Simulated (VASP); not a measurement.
# InGa2As3: single point with r2SCAN

Crystal: InGa2As3.

```
CELL_PARAMETERS angstrom
-2.05102 2.05102 8.76674
2.05102 -2.05102 8.76674
2.05102 2.05102 -8.76674
ATOMIC_POSITIONS crystal
Ga 0.82927 0.82927 0.00000
Ga 0.17073 0.17073 0.00000
As 0.25000 0.75000 0.50000
As 0.59225 0.09225 0.50000
As 0.90775 0.40775 0.50000
In 0.50000 0.50000 0.00000
```

```json
{"Program": "VASP 6.6.1", "Task": "single point", "Functional": "r2SCAN", "Potentials or basis": "VASP PAW PBE potentials, release 64 (Ga_d, As, In_d)", "Cutoff": "630 eV", "k mesh": "8 × 8 × 8", "Occupations": "fermi-dirac, width 0.02 eV", "Spin": "no spin polarisation", "Dipole correction": "no", "Second try": "timeout", "Further INCAR settings": "ALGO = Normal; EDIFF = 1e-06; NBANDS = 36"}
```

```yaml
Pressure: 0.0 GPa
Largest_force: 0.005 eV/Å
Band_gap_on_the_k_mesh: 0.47 eV
```

Forces on the atoms (eV/Å):
```
Ga   0.000  0.000 -0.004
Ga   0.000  0.000  0.004
As   0.000  0.000  0.000
As   0.000  0.000 -0.005
As   0.000  0.000  0.005
In   0.000  0.000  0.000
```

Levels at points of the mesh, in eV from the valence-band top:
| k point | band 23 | band 24 | band 25 | band 26 | band 27 | band 28 | band 29 | band 30 | band 31 | band 32 |
| --- | --- | --- | --- | --- | --- | --- | --- | --- | --- | --- |
| (0.00, 0.00, 0.00) | -1.97 | -1.97 | -0.13 | 0.00 | 0.00 | 0.47 | 1.83 | 1.88 | 2.78 | 3.20 |
| (0.50, 0.00, 0.00) | -2.64 | -1.43 | -1.40 | -1.16 | -0.72 | 1.16 | 2.35 | 2.95 | 4.55 | 4.97 |
| (0.50, 0.50, 0.00) | -3.21 | -3.12 | -3.11 | -2.63 | -2.61 | 1.74 | 2.02 | 3.37 | 3.55 | 3.69 |
| (0.50, 0.50, 0.50) | -2.68 | -1.19 | -1.19 | -0.73 | -0.73 | 1.66 | 1.86 | 2.64 | 3.00 | 3.13 |

It took 26 min on 8 MPI ranks on Intel(R) Xeon(R) Platinum 8488C (Sapphire Rapids), with other jobs on the host, peak memory 1.4 GiB a rank.

Caveat: semilocal functionals underestimate gaps, and a narrow one can read as zero; the PAW data sets were made with another functional, which shifts forces and pressure a little; spin-orbit coupling is left out, which moves the levels of the heavy elements. A k mesh can miss the band edges.
